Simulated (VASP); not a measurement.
Input of a VASP 6.6.1 run:

INCAR

```
SYSTEM = Ni
PREC = Accurate
ENCUT = 600
EDIFF = 1E-6
ISMEAR = -1
SIGMA = 0.05
LREAL = .FALSE.
LASPH = .TRUE.
NELM = 200
ALGO = Normal
ISIF = 2
LWAVE = .FALSE.
LCHARG = .FALSE.
ISPIN = 2
MAGMOM = 0.8 0.8 0.8
LORBIT = 11
LMAXMIX = 4
GGA = PE
NBANDS = 26
GGA_COMPAT = .FALSE.
```

The input KPOINTS:

```
regular mesh
0
G
  9 9 13
  0 0 0
```

POSCAR

```
Ni
1.0
    3.9909528692      0.0000000000      0.0000000000
   -1.9954764346      3.4562665700      0.0000000000
    0.0000000000      0.0000000000      2.4185217463
Ni
3
Direct
    0.0000000000      0.0000000000      0.0000000000
    0.3333333333      0.6666666667      0.5000000000
    0.6666666667      0.3333333333      0.5000000000
```

Potentials or basis: VASP PAW PBE potentials, release 64 (Ni).

The run is started by

```sh
$ cat potpaw_PBE.64/Ni/POTCAR > POTCAR
$ mpirun -np 1 vasp_std > vasp.out
```

Predict the net moment.

1.90 μB per cell.

Estimate the site moments.

Ni +0.62, +0.66 (each value once) μB.

Stress tensor (GPa, compression positive):
```
-0.11  0.00  0.00
 0.00 -0.11  0.00
 0.00  0.00 -0.34
```
